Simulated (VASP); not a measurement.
# Se (P6_3/mmc) in VASP: a series of runs

Se is run at these levels: PBEsol; tasks: single point, relaxation of cell and atoms.

Everything below comes from runs of VASP 6.6.1. Logs are shortened: lines on timing, memory, paths and dates and some standing lists are left out, and cuts for length are marked.

## (1) The cell of the first run

It takes space group P6_3/mmc (No. 194, hexagonal). Conventional cell: a = 4.551 Å, b = 4.551 Å, c = 5.423 Å, α = 90.00°, β = 90.00°, γ = 120.00°. Se (site symmetry -6m2) has 5 Se at 2.63 to 2.71 Å within 3.5 Å. Se (site symmetry -6m2) has 3 Se at 2.63 Å within 3.5 Å.

## (2) Single point, PBEsol

INCAR reads:

```
PREC = Accurate
ENCUT = 520
EDIFF = 1E-7
ISMEAR = 0
SIGMA = 0.1
LREAL = False
LASPH = True
NELM = 60
ALGO = Normal
ISIF = 2
LWAVE = False
LCHARG = True
GGA = PS
LELF = True
LVHAR = True
NBANDS = 20
```

KPOINTS reads:

```
regular mesh
0
Gamma
  12 12 10
```

POSCAR reads:

```
Se
1.0
    4.5508551541      0.0000000000      0.0000000000
   -2.2754275771      3.9411561723      0.0000000000
    0.0000000000      0.0000000000      5.4225765639
Se
4
Direct
    0.0000000000      0.0000000000      0.2500000000
    0.0000000000      0.0000000000      0.7500000000
    0.3333333333      0.6666666667      0.7500000000
    0.6666666667      0.3333333333      0.2500000000
```

Potentials or basis: VASP PAW PBE potentials, release 64 (Se).

The run is started by

```console
cat potpaw_PBE.64/Se/POTCAR > POTCAR
mpirun -np 1 vasp_std > vasp.out
```

OUTCAR:

```text
PREC = Accurate
   ENCUT = 520
   EDIFF = 1E-7
   ISMEAR = 0
   LREAL = False
   LASPH = True
   NELM = 60
   ISIF = 2
   GGA = PS

 ion  position               nearest neighbor table
   1  0.000  0.000  0.250-   4 2.63   4 2.63   4 2.63   2 2.71   2 2.71
   2  0.000  0.000  0.750-   3 2.63   3 2.63   3 2.63   1 2.71   1 2.71
   3  0.333  0.667  0.750-   2 2.63   2 2.63   2 2.63
   4  0.667  0.333  0.250-   1 2.63   1 2.63   1 2.63

  LATTYP: Found a hexagonal cell.
 ALAT       =     4.5508551541
 C/A-ratio  =     1.1915511218

  Lattice vectors:

 A1 = (   4.5508551541,   0.0000000000,   0.0000000000)
 A2 = (  -2.2754275771,   3.9411561723,   0.0000000000)
 A3 = (   0.0000000000,   0.0000000000,   5.4225765639)

Analysis of symmetry for initial positions (statically):
=====================================================================
 Subroutine PRICEL returns:
 Original cell was already a primitive cell.

 Routine SETGRP: Setting up the symmetry group for a
 hexagonal supercell.

 Subroutine GETGRP returns: Found 24 space group operations
 (whereof 12 operations were pure point group operations)
 out of a pool of 24 trial point group operations.

The static configuration has the point symmetry D_3d.
 The point group associated with its full space group is D_6h.

Analysis of symmetry for dynamics (positions and initial velocities):
=====================================================================
 Subroutine PRICEL returns:
 Original cell was already a primitive cell.

 Routine SETGRP: Setting up the symmetry group for a
 hexagonal supercell.

 Subroutine GETGRP returns: Found 24 space group operations
 (whereof 12 operations were pure point group operations)
 out of a pool of 24 trial point group operations.

The dynamic configuration has the point symmetry D_3d.
 The point group associated with its full space group is D_6h.

 Subroutine INISYM returns: Found 24 space group operations
 (whereof 12 operations are pure point group operations),
 and found     1 'primitive' translations

----------------------------------------------------------------------------------------

                                     Primitive cell

  volume of cell :      97.2573

  direct lattice vectors                    reciprocal lattice vectors
     4.550855154  0.000000000  0.000000000     0.219738921  0.126866325  0.000000000
    -2.275427577  3.941156172  0.000000000     0.000000000  0.253732650  0.000000000
     0.000000000  0.000000000  5.422576564     0.000000000  0.000000000  0.184414178

  length of vectors
     4.550855154  4.550855154  5.422576564     0.253732650  0.253732650  0.184414178

  position of ions in fractional coordinates (direct lattice)
     0.000000000  0.000000000  0.250000000
     0.000000000  0.000000000  0.750000000
     0.333333333  0.666666667  0.750000000
     0.666666667  0.333333333  0.250000000

  ion indices of the primitive-cell ions
   primitive index   ion index
                 1           1
                 2           2
                 3           3
                 4           4

----------------------------------------------------------------------------------------

 KPOINTS: regular mesh

Automatic generation of k-mesh.
 Grid dimensions read from file:
 generate k-points for:   12   12   10

 Generating k-lattice:

  Cartesian coordinates                     Fractional coordinates (reciprocal lattice)
     0.018311577  0.010572194  0.000000000     0.083333333  0.000000000  0.000000000
     0.000000000  0.021144388  0.000000000     0.000000000  0.083333333  0.000000000
     0.000000000  0.000000000  0.018441418     0.000000000  0.000000000  0.100000000

  Length of vectors
     0.021144388  0.021144388  0.018441418

  Shift w.r.t. Gamma in fractional coordinates (k-lattice)
     0.000000000  0.000000000  0.000000000

 Subroutine IBZKPT returns following result:
 ===========================================

 Found    114 irreducible k-points:

 Following reciprocal coordinates:
            Coordinates               Weight
  0.000000  0.000000  0.000000      1.000000
  0.083333  0.000000  0.000000      6.000000
  0.166667  0.000000  0.000000      6.000000
  0.250000  0.000000  0.000000      6.000000
  0.333333  0.000000  0.000000      6.000000
  0.416667  0.000000  0.000000      6.000000
[... 16 lines left out ...]
  0.250000  0.000000  0.100000     12.000000
  0.333333  0.000000  0.100000     12.000000
 [... further k-points ...]
   k-points           NKPTS =    114   k-points in BZ     NKDIM =    114   number of bands    NBANDS=     20
   number of dos      NEDOS =    301   number of ions     NIONS =      4
   total plane-waves  NPLWV =  51840
   dimension x,y,z NGX =    36 NGY =   36 NGZ =   40
   dimension x,y,z NGXF=    72 NGYF=   72 NGZF=   80
   ions per type =               4
   NGX,Y,Z   is equivalent  to a cutoff of  13.15, 13.15, 12.26 a.u.
   NGXF,Y,Z  is equivalent  to a cutoff of  26.30, 26.30, 24.53 a.u.
 SYSTEM =  unknown system
   PREC   = accura    normal or accurate (medium, high low for compatibility)
   ISTART =      0    job   : 0-new  1-cont  2-samecut
   ICHARG =      2    charge: 1-file 2-atom 10-const
   ISPIN  =      1    spin polarized calculation?
   LNONCOLLINEAR =      F non collinear calculations
   LSORBIT =      F    spin-orbit coupling
   LASPH  =      T    aspherical Exc in radial PAW
   ENCUT  =  520.0 eV  38.22 Ry    6.18 a.u.   8.46  8.46 10.08*2*pi/ulx,y,z
   NELM   =     60;   NELMIN=  2; NELMDL= -5     # of ELM steps
   EDIFF  = 0.1E-06   stopping-criterion for ELM
   LREAL  =      F    real-space projection
   EDIFFG = 0.1E-05   stopping-criterion for IOM
   NSW    =      0    number of steps for IOM
   IBRION =     -1    ionic relax: 0-MD 1-quasi-New 2-CG
   NFREE  =      0    steps in history (QN), initial steepest desc. (CG)
   ISIF   =      2    stress and relaxation
   ISYM   =      2    0-nonsym 1-usesym 2-fastsym
   POTIM  = 0.5000    time-step for ionic-motion
   TEBEG  =    0.0;   TEEND  =   0.0 temperature during run
   PSTRESS=    0.0 pullay stress
   NELECT =      24.0000    total number of electrons
   NUPDOWN=      -1.0000    fix difference up-down
   EMIN   =  10.00;   EMAX   =-10.00  energy-range for DOS
   EFERMI =   0.00;   METHOD = LEGACY
   ISMEAR =     0;   SIGMA  =   0.10  broadening in eV -4-tet -1-fermi 0-gaus
   EFERMI_NEDOS =   21; number of points for ismear=-14 and -15
   IALGO  =     38    algorithm
   IMIX   =      4    mixing-type and parameters
     AMIX     =   0.40;   BMIX     =  1.00
     AMIX_MAG =   1.60;   BMIX_MAG =  1.00
  volume/ion in A,a.u.               =      24.31       164.08
  Fermi-wavevector in a.u.,A,eV,Ry     =   1.026844  1.940454 14.346099  1.054409
  Thomas-Fermi vector in A             =   2.160758
   LORBIT       =      0    0 simple, 1 ext, 2 COOP (PROOUT), +10 PAW based schemes
   GGA     = PS    functional components
   LHFCALC =     F    Hartree Fock is set to
   AEXX    =    0.0000 exact exchange contribution
   IVDW    =     0    specifies the selected vdW correction
   LEPSILON=     F    determine dielectric tensor
   LRPA    =     F    only Hartree local field effects (RPA)
 non-spin polarized calculation
 Gauss-broadening in eV      SIGMA  =   0.10
  energy-cutoff  :      520.00
  volume of cell :       97.26
 maximum number of plane-waves:      2660
 NGX is ok and might be reduce to    36
   NGX = 17   NGY = 17   NGZ = 21

 number of electron      24.0000004 magnetization

 Free energy of the ion-electron system (eV)
  ---------------------------------------------------
  ext. energy  EPLUGINS =         0.00000000
  ---------------------------------------------------
  free energy    TOTEN  =       -13.76260744 eV

  energy without entropy =      -13.74239670  energy(sigma->0) =      -13.75250207

 E-fermi :   3.8638     XC(G=0):  -9.6636

 val. band max:        3.8618331567   @ k =   0.3333   0.2500   0.0000
 cond. band min:       3.8734843560   @ k =   0.2500   0.1667   0.2000
 fundamental gap:      0.0116511993
 Fermi energy:         3.8638226605

 k-point     1 :       0.0000    0.0000    0.0000
  band No.  band energies     occupation
      1     -12.4070      2.00000
      2     -10.4355      2.00000
      3      -7.2478      2.00000
      4      -6.0001      2.00000
      5      -2.9919      2.00000
      6      -1.4281      2.00000
[... 12 lines left out ...]
     19      10.0153      0.00000
     20      10.0153      0.00000

 k-point     2 :       0.0833    0.0000    0.0000
  band No.  band energies     occupation
      1     -12.3621      2.00000
      2     -10.3957      2.00000
      3      -7.3870      2.00000
      4      -6.1502      2.00000
      5      -2.9542      2.00000
      6      -1.5313      2.00000
[... 12 lines left out ...]
     19       9.8178      0.00000
     20       9.9795      0.00000

 k-point     3 :       0.1667    0.0000    0.0000
  band No.  band energies     occupation
      1     -12.2303      2.00000
      2     -10.2794      2.00000
      3      -7.7515      2.00000
      4      -6.5428      2.00000
      5      -2.8457      2.00000
      6      -1.7624      2.00000
[... 12 lines left out ...]
     19      10.1468      0.00000
     20      10.2620      0.00000

 k-point     4 :       0.2500    0.0000    0.0000
  band No.  band energies     occupation
      1     -12.0217      2.00000
      2     -10.0994      2.00000
      3      -8.2254      2.00000
      4      -7.0616      2.00000
      5      -2.6825      2.00000
      6      -2.0112      2.00000
[... 429 lines left out ...]
 k-point    23 :       0.2500    0.0000    0.1000
  band No.  band energies     occupation
      1     -11.9856      2.00000
      2     -10.1616      2.00000
      3      -8.2078      2.00000
      4      -7.1222      2.00000
      5      -2.4895      2.00000
      6      -1.9791      2.00000
[... 12 lines left out ...]
     19      10.8451      0.00000
     20      11.2095      0.00000

 k-point    24 :       0.3333    0.0000    0.1000
  band No.  band energies     occupation
      1     -11.7246      2.00000
      2      -9.9506      2.00000
      3      -8.6581      2.00000
      4      -7.6689      2.00000
      5      -2.3026      2.00000
      6      -2.1830      2.00000
[... 12 lines left out ...]
     19      10.9712      0.00000
     20      11.4005      0.00000

 [... further k-points ...]

------------------------ aborting loop because EDIFF is reached ----------------------------------------

  FORCE on cell =-STRESS in cart. coord.  units (eV):
  Direction    XX          YY          ZZ          XY          YZ          ZX
  --------------------------------------------------------------------------------------
  -------------------------------------------------------------------------------------
  Total        0.0600411      0.0600411      0.0409469     -0.0000000      0.0000000     -0.0000000
  in kB        0.9890930      0.9890930      0.6745428     -0.0000000      0.0000000     -0.0000000
  external PRESSURE =       0.8842429 kB  Pullay stress =       0.0000000 kB

 VOLUME and BASIS-vectors are now :
 -----------------------------------------------------------------------------
  energy-cutoff  :      520.00
  volume of cell :       97.26
      direct lattice vectors                 reciprocal lattice vectors
     4.550855154  0.000000000  0.000000000     0.219738921  0.126866325  0.000000000
    -2.275427577  3.941156172  0.000000000     0.000000000  0.253732650  0.000000000
     0.000000000  0.000000000  5.422576564     0.000000000  0.000000000  0.184414178

 POSITION                                       TOTAL-FORCE (eV/Angst)
 -----------------------------------------------------------------------------------
      0.00000      0.00000      1.35564        -0.000000      0.000000      0.000000
      0.00000      0.00000      4.06693         0.000000     -0.000000      0.000000
     -0.00000      2.62744      4.06693         0.000000      0.000000     -0.000000
      2.27543      1.31372      1.35564        -0.000000      0.000000      0.000000
 -----------------------------------------------------------------------------------
    total drift:                               -0.000000      0.000000     -0.000000

  FREE ENERGIE OF THE ION-ELECTRON SYSTEM (eV)
  ---------------------------------------------------
  free  energy   TOTEN  =       -13.7626074386 eV

  energy  without entropy=      -13.7423966976  energy(sigma->0) =      -13.75250207
```

It took 3.7 min on 1 thread of Oxide Virtual Turin-like, shared host; peak memory 0.28 GiB.

What came out:

```yaml
Free_energy: -13.7626 eV
Pressure: 0.1 GPa
Band_gap_on_the_k_mesh: zero (band 12 reaches 4.94 eV, above the bottom of band 13 at 2.91 eV)
```

Caveat: the PAW data sets were made with another functional, which shifts forces and pressure a little.

## (3) Relaxation of cell and atoms, PBEsol

This run uses another cell than the first one, of 24.08 Å³/atom, 0.991 times its volume.

INCAR reads:

```
SYSTEM = Se
ALGO     = Normal         ! electronic algorithm
EDIFF    = 1E-7           ! SCF threshold, eV
EDIFFG   = -0.01          ! ionic threshold
ENCUT    = 600            ! plane-wave cutoff, eV
GGA      = PS             ! functional
IBRION   = 2              ! ionic algorithm
ISIF     = 3              ! what is computed and relaxed
ISMEAR   = 0              ! smearing method
LASPH    = .True.         ! aspherical terms in the spheres
LCHARG   = .False.        ! write CHGCAR
LREAL    = .False.        ! projectors in reciprocal space
LWAVE    = .False.        ! write WAVECAR
NELM     = 80             ! most SCF steps
NSW      = 100            ! ionic steps
PREC     = Accurate       ! precision mode
SIGMA    = 0.1            ! smearing width, eV
```

KPOINTS reads:

```
k-points
0
Gamma
  12 12 10
  0 0 0
```

POSCAR reads:

```
Se
1.0
    4.5923645101      0.0000000000      0.0000000000
   -2.2961822551      3.9771043292      0.0000000000
    0.0000000000      0.0000000000      5.2745125969
Se
4
Direct
    0.0000000000      0.0000000000      0.2500000000
    0.0000000000      0.0000000000      0.7500000000
    0.3333333333      0.6666666667      0.7500000000
    0.6666666667      0.3333333333      0.2500000000
```

Potentials or basis: VASP PAW PBE potentials, release 64 (Se).

The run is started by

```console
cat potpaw_PBE.64/Se/POTCAR > POTCAR
mpirun -np 1 vasp_std > vasp.out
```

Wall time 11 min (1 thread of Oxide Virtual Turin-like, shared host); peak memory 0.34 GiB.

The run converged. Its results:

```
Free energy                            : -13.7628 eV
Relaxed volume                         : 24.35 Å³/atom
Relaxed cell                           : a = 4.554 Å, b = 4.554 Å, c = 5.424 Å, α = 90.00°, β = 90.00°, γ = 120.00°
Space group after relaxing (to 0.05 Å) : P6_3/mmc (No. 194)
Energy gained by relaxing              : 6.4 meV/atom
Ionic steps                            : 6
Pressure after relaxing                : 0.0 GPa
```

The path:
```
step  energy change (eV)  largest force (eV/Å)  pressure (GPa)  volume (Å³)
   1              0.0000                0.0000            0.21        96.34
   2             -0.0235                0.0000            0.25        96.75
   3             -0.0252                0.0000            0.30        96.91
   4             -0.0252                0.0000            0.30        96.90
   5             -0.0256                0.0000           -0.11        97.59
   6             -0.0257                0.0000            0.00        97.40
```

Final structure:
```cif
data_structure
_symmetry_space_group_name_H-M 'P 1'
_symmetry_Int_Tables_number 1
_cell_length_a 4.5536
_cell_length_b 4.5536
_cell_length_c 5.4239
_cell_angle_alpha 90.000
_cell_angle_beta 90.000
_cell_angle_gamma 120.000
_cell_volume 97.40
loop_
_atom_site_label
_atom_site_type_symbol
_atom_site_fract_x
_atom_site_fract_y
_atom_site_fract_z
_atom_site_occupancy
Se1 Se 0.00000 0.00000 0.25000 1
Se2 Se 0.00000 0.00000 0.75000 1
Se3 Se 0.33333 0.66667 0.75000 1
Se4 Se 0.66667 0.33333 0.25000 1
```

Levels at points of the mesh, in eV from the Fermi level:
```tsv
k point	band 8	band 9	band 10	band 11	band 12	band 13	band 14	band 15	band 16
(0.00, 0.00, 0.00)	-4.22	-4.22	-1.39	-0.37	-0.31	-0.31	0.44	0.44	3.56
(0.50, 0.00, 0.00)	-3.55	-3.35	-2.70	-1.11	1.07	1.13	2.00	2.88	3.21
(0.00, 0.00, 0.50)	-4.73	-3.42	-3.42	-0.30	-0.30	-0.30	-0.30	-0.19	-0.19
(0.50, 0.00, 0.50)	-4.14	-2.42	-2.42	-0.68	-0.68	1.01	1.01	2.41	2.41
```

Caveat: the bands computed are all filled at some k points, so no gap is given; the PAW data sets were made with another functional, which shifts forces and pressure a little.
